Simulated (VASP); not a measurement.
# MgB2 in VASP: a series of runs

Runs on MgB2. Level: PBEsol. Tasks: single point.

Program: VASP 6.6.1. These are calculated values, not measurements. Logs are shortened: lines on timing, memory, paths and dates and some standing lists are left out, and cuts for length are marked.

### Step 1. The cell of the first run

It takes space group P6/mmm (No. 191, hexagonal). Conventional cell: a = 3.085 Å, b = 3.085 Å, c = 3.523 Å, α = 90.00°, β = 90.00°, γ = 120.00°. Within 3.3 Å of Mg (site symmetry 6/mmm) lie 12 B at 2.51 Å and 6 Mg at 3.08 Å. Within 2.4 Å of B (site symmetry -6m2) lie 3 B at 1.78 Å.

### Step 2. Single point, PBEsol

Input file INCAR:

```
PREC = Accurate
ENCUT = 600
EDIFF = 1E-6
ISMEAR = 0
SIGMA = 0.1
LREAL = False
LASPH = True
NELM = 120
ALGO = Normal
ISIF = 2
LWAVE = False
LCHARG = False
GGA = PS
NBANDS = 11
GGA_COMPAT = False
```

Input file KPOINTS:

```
regular mesh
0
Gamma
  7 7 6
```

Input file POSCAR:

```
MgB2
1.0
    3.0850000000      0.0000000000      0.0000000000
   -1.5425000000      2.6716883700      0.0000000000
    0.0000000000      0.0000000000      3.5230000000
Mg B
1 2
Direct
    0.0000000000      0.0000000000      0.0000000000
    0.3333333333      0.6666666667      0.5000000000
    0.6666666667      0.3333333333      0.5000000000
```

Potentials or basis: VASP PAW PBE potentials, release 64 (Mg, B).

Run with:

```
cat potpaw_PBE.64/Mg/POTCAR potpaw_PBE.64/B/POTCAR > POTCAR
mpirun -np 1 vasp_std > vasp.out
```

OUTCAR:

```text
PREC = Accurate
   ENCUT = 600
   EDIFF = 1E-6
   ISMEAR = 0
   LREAL = False
   LASPH = True
   NELM = 120
   ISIF = 2
   GGA = PS

 ion  position               nearest neighbor table
   1  0.000  0.000  0.000-   2 2.51   2 2.51   3 2.51   3 2.51   2 2.51   3 2.51   2 2.51   3 2.51
                             3 2.51   3 2.51   2 2.51   2 2.51
   2  0.333  0.667  0.500-   3 1.78   3 1.78   3 1.78   1 2.51   1 2.51   1 2.51   1 2.51   1 2.51
                             1 2.51
   3  0.667  0.333  0.500-   2 1.78   2 1.78   2 1.78   1 2.51   1 2.51   1 2.51   1 2.51   1 2.51
                             1 2.51

  LATTYP: Found a hexagonal cell.
 ALAT       =     3.0850000000
 C/A-ratio  =     1.1419773096

  Lattice vectors:

 A1 = (   3.0850000000,   0.0000000000,   0.0000000000)
 A2 = (  -1.5425000000,   2.6716883700,   0.0000000000)
 A3 = (   0.0000000000,   0.0000000000,   3.5230000000)

Analysis of symmetry for initial positions (statically):
=====================================================================
 Subroutine PRICEL returns:
 Original cell was already a primitive cell.

 Routine SETGRP: Setting up the symmetry group for a
 hexagonal supercell.

 Subroutine GETGRP returns: Found 24 space group operations
 (whereof 24 operations were pure point group operations)
 out of a pool of 24 trial point group operations.

The static configuration has the point symmetry D_6h.

Analysis of symmetry for dynamics (positions and initial velocities):
=====================================================================
 Subroutine PRICEL returns:
 Original cell was already a primitive cell.

 Routine SETGRP: Setting up the symmetry group for a
 hexagonal supercell.

 Subroutine GETGRP returns: Found 24 space group operations
 (whereof 24 operations were pure point group operations)
 out of a pool of 24 trial point group operations.

The dynamic configuration has the point symmetry D_6h.

 Subroutine INISYM returns: Found 24 space group operations
 (whereof 24 operations are pure point group operations),
 and found     1 'primitive' translations

----------------------------------------------------------------------------------------

                                     Primitive cell

  volume of cell :      29.0371

  direct lattice vectors                    reciprocal lattice vectors
     3.085000000  0.000000000  0.000000000     0.324149109  0.187147575  0.000000000
    -1.542500000  2.671688370  0.000000000     0.000000000  0.374295150  0.000000000
     0.000000000  0.000000000  3.523000000     0.000000000  0.000000000  0.283848992

  length of vectors
     3.085000000  3.084999999  3.523000000     0.374295150  0.374295150  0.283848992

  position of ions in fractional coordinates (direct lattice)
     0.000000000  0.000000000  0.000000000
     0.333333333  0.666666667  0.500000000
     0.666666667  0.333333333  0.500000000

  ion indices of the primitive-cell ions
   primitive index   ion index
                 1           1
                 2           2
                 3           3

----------------------------------------------------------------------------------------

 KPOINTS: regular mesh

Automatic generation of k-mesh.
 Grid dimensions read from file:
 generate k-points for:    7    7    6

 Generating k-lattice:

  Cartesian coordinates                     Fractional coordinates (reciprocal lattice)
     0.046307016  0.026735368  0.000000000     0.142857143  0.000000000  0.000000000
     0.000000000  0.053470736  0.000000000     0.000000000  0.142857143  0.000000000
     0.000000000  0.000000000  0.047308165     0.000000000  0.000000000  0.166666667

  Length of vectors
     0.053470736  0.053470736  0.047308165

  Shift w.r.t. Gamma in fractional coordinates (k-lattice)
     0.000000000  0.000000000  0.000000000

 Subroutine IBZKPT returns following result:
 ===========================================

 Found     32 irreducible k-points:

 Following reciprocal coordinates:
            Coordinates               Weight
  0.000000  0.000000  0.000000      1.000000
  0.142857 -0.000000  0.000000      6.000000
  0.285714  0.000000  0.000000      6.000000
  0.428571 -0.000000  0.000000      6.000000
  0.142857  0.142857  0.000000      6.000000
  0.285714  0.142857  0.000000     12.000000
[... 16 lines left out ...]
  0.428571  0.142857  0.333333     12.000000
  0.285714  0.285714  0.333333     12.000000
 [... further k-points ...]
   k-points           NKPTS =     32   k-points in BZ     NKDIM =     32   number of bands    NBANDS=     11
   number of dos      NEDOS =    301   number of ions     NIONS =      3
   total plane-waves  NPLWV =  21952
   dimension x,y,z NGX =    28 NGY =   28 NGZ =   28
   dimension x,y,z NGXF=    56 NGYF=   56 NGZF=   56
   ions per type =               1   2
   NGX,Y,Z   is equivalent  to a cutoff of  15.09, 15.09, 13.21 a.u.
   NGXF,Y,Z  is equivalent  to a cutoff of  30.18, 30.18, 26.43 a.u.
 SYSTEM =  unknown system
   PREC   = accura    normal or accurate (medium, high low for compatibility)
   ISTART =      0    job   : 0-new  1-cont  2-samecut
   ICHARG =      2    charge: 1-file 2-atom 10-const
   ISPIN  =      1    spin polarized calculation?
   LNONCOLLINEAR =      F non collinear calculations
   LSORBIT =      F    spin-orbit coupling
   LASPH  =      T    aspherical Exc in radial PAW
   ENCUT  =  600.0 eV  44.10 Ry    6.64 a.u.   6.16  6.16  7.04*2*pi/ulx,y,z
   NELM   =    120;   NELMIN=  2; NELMDL= -5     # of ELM steps
   EDIFF  = 0.1E-05   stopping-criterion for ELM
   LREAL  =      F    real-space projection
   EDIFFG = 0.1E-04   stopping-criterion for IOM
   NSW    =      0    number of steps for IOM
   IBRION =     -1    ionic relax: 0-MD 1-quasi-New 2-CG
   NFREE  =      0    steps in history (QN), initial steepest desc. (CG)
   ISIF   =      2    stress and relaxation
   ISYM   =      2    0-nonsym 1-usesym 2-fastsym
   POTIM  = 0.5000    time-step for ionic-motion
   TEBEG  =    0.0;   TEEND  =   0.0 temperature during run
   PSTRESS=    0.0 pullay stress
   NELECT =       8.0000    total number of electrons
   NUPDOWN=      -1.0000    fix difference up-down
   EMIN   =  10.00;   EMAX   =-10.00  energy-range for DOS
   EFERMI =   0.00;   METHOD = LEGACY
   ISMEAR =     0;   SIGMA  =   0.10  broadening in eV -4-tet -1-fermi 0-gaus
   EFERMI_NEDOS =   21; number of points for ismear=-14 and -15
   IALGO  =     38    algorithm
   IMIX   =      4    mixing-type and parameters
     AMIX     =   0.40;   BMIX     =  1.00
     AMIX_MAG =   1.60;   BMIX_MAG =  1.00
  volume/ion in A,a.u.               =       9.68        65.32
  Fermi-wavevector in a.u.,A,eV,Ry     =   1.065255  2.013040 15.439462  1.134768
  Thomas-Fermi vector in A             =   2.200801
   LORBIT       =      0    0 simple, 1 ext, 2 COOP (PROOUT), +10 PAW based schemes
   GGA     = PS    functional components
   LHFCALC =     F    Hartree Fock is set to
   AEXX    =    0.0000 exact exchange contribution
   IVDW    =     0    specifies the selected vdW correction
   LEPSILON=     F    determine dielectric tensor
   LRPA    =     F    only Hartree local field effects (RPA)
 non-spin polarized calculation
 Gauss-broadening in eV      SIGMA  =   0.10
  energy-cutoff  :      600.00
  volume of cell :       29.04
 maximum number of plane-waves:       986
 NGX is ok and might be reduce to    28
   NGX = 13   NGY = 13   NGZ = 15

 number of electron       8.0000000 magnetization

 Free energy of the ion-electron system (eV)
  ---------------------------------------------------
  ext. energy  EPLUGINS =         0.00000000
  ---------------------------------------------------
  free energy    TOTEN  =       -16.22650328 eV

  energy without entropy =      -16.22211401  energy(sigma->0) =      -16.22430864

 E-fermi :   5.0469     XC(G=0): -10.9950

 val. band max:        5.0330152272   @ k =   0.4286  -0.0000   0.0000
 cond. band min:       5.0868515284   @ k =   0.1429  -0.0000   0.3333
 fundamental gap:      0.0538363012
 Fermi energy:         5.0469346197

 k-point     1 :       0.0000    0.0000    0.0000
  band No.  band energies     occupation
      1      -7.2139      2.00000
      2       2.2595      2.00000
      3       5.5533      0.00000
      4       5.5533      0.00000
      5       6.8340      0.00000
      6      11.4590      0.00000
      7      11.4590      0.00000
      8      13.3108      0.00000
      9      15.1350      0.00000
     10      17.7352      0.00000
     11      21.3013      0.00000

 k-point     2 :       0.1429   -0.0000    0.0000
  band No.  band energies     occupation
      1      -6.8605      2.00000
      2       2.6043      2.00000
      3       3.9669      2.00000
      4       4.8325      1.99758
      5       7.1547      0.00000
      6      11.1179      0.00000
      7      12.8904      0.00000
      8      13.9475      0.00000
      9      14.0292      0.00000
     10      19.3629      0.00000
     11      20.0005      0.00000

 k-point     3 :       0.2857    0.0000    0.0000
  band No.  band energies     occupation
      1      -5.8125      2.00000
      2       1.0685      2.00000
      3       3.6091      2.00000
      4       3.7374      2.00000
      5       8.0629      0.00000
      6      10.3311      0.00000
      7      11.3151      0.00000
      8      14.2633      0.00000
      9      15.9911      0.00000
     10      18.6741      0.00000
     11      19.5340      0.00000
[... 267 lines left out ...]
 k-point    23 :       0.4286    0.1429    0.3333
  band No.  band energies     occupation
      1      -2.4337      2.00000
      2      -1.7936      2.00000
      3       2.0099      2.00000
      4       2.7047      2.00000
      5       4.7097      2.00000
      6      11.1893      0.00000
      7      12.3764      0.00000
      8      15.7755      0.00000
      9      17.0943      0.00000
     10      18.8066      0.00000
     11      19.6152      0.00000

 k-point    24 :       0.2857    0.2857    0.3333
  band No.  band energies     occupation
      1      -2.5053      2.00000
      2      -0.6485      2.00000
      3       0.3255      2.00000
      4       2.9185      2.00000
      5       4.9370      1.87982
      6       9.8783      0.00000
      7      15.0416      0.00000
      8      15.5746      0.00000
      9      16.2833      0.00000
     10      18.2562      0.00000
     11      19.6388      0.00000

 [... further k-points ...]

------------------------ aborting loop because EDIFF is reached ----------------------------------------

  FORCE on cell =-STRESS in cart. coord.  units (eV):
  Direction    XX          YY          ZZ          XY          YZ          ZX
  --------------------------------------------------------------------------------------
  -------------------------------------------------------------------------------------
  Total       -0.7136560     -0.7136560     -0.3483796      0.0000000      0.0000000      0.0000000
  in kB      -39.3772944    -39.3772944    -19.2224943      0.0000000      0.0000000      0.0000000
  external PRESSURE =     -32.6590277 kB  Pullay stress =       0.0000000 kB

 VOLUME and BASIS-vectors are now :
 -----------------------------------------------------------------------------
  energy-cutoff  :      600.00
  volume of cell :       29.04
      direct lattice vectors                 reciprocal lattice vectors
     3.085000000  0.000000000  0.000000000     0.324149109  0.187147575  0.000000000
    -1.542500000  2.671688370  0.000000000     0.000000000  0.374295150  0.000000000
     0.000000000  0.000000000  3.523000000     0.000000000  0.000000000  0.283848992

 POSITION                                       TOTAL-FORCE (eV/Angst)
 -----------------------------------------------------------------------------------
      0.00000      0.00000      0.00000         0.000000      0.000000      0.000000
     -0.00000      1.78113      1.76150        -0.000000      0.000000     -0.000000
      1.54250      0.89056      1.76150        -0.000000      0.000000      0.000000
 -----------------------------------------------------------------------------------
    total drift:                                0.000000      0.000000     -0.000000

  FREE ENERGIE OF THE ION-ELECTRON SYSTEM (eV)
  ---------------------------------------------------
  free  energy   TOTEN  =       -16.2265032829 eV

  energy  without entropy=      -16.2221140060  energy(sigma->0) =      -16.22430864
```

It took 12 s on 1 thread of Intel Xeon 6975P-C, shared host; peak memory 0.16 GiB.

What came out:

```yaml
Free_energy: -16.2265 eV
Pressure: -3.3 GPa
Band_gap_on_the_k_mesh: zero (band 4 reaches 6.01 eV, above the bottom of band 5 at 3.93 eV)
```

Levels at points of the mesh, in eV from the Fermi level:
```tsv
k point	band 1	band 2	band 3	band 4	band 5	band 6	band 7	band 8	band 9
(0.00, 0.00, 0.00)	-12.26	-2.79	0.51	0.51	1.79	6.41	6.41	8.26	10.09
(0.00, 0.00, 0.50)	-10.99	-7.28	0.88	0.88	6.74	6.74	8.10	10.04	10.10
```

Caveat: the PAW data sets were made with another functional, which shifts forces and pressure a little.

[end of part 1 of 2]
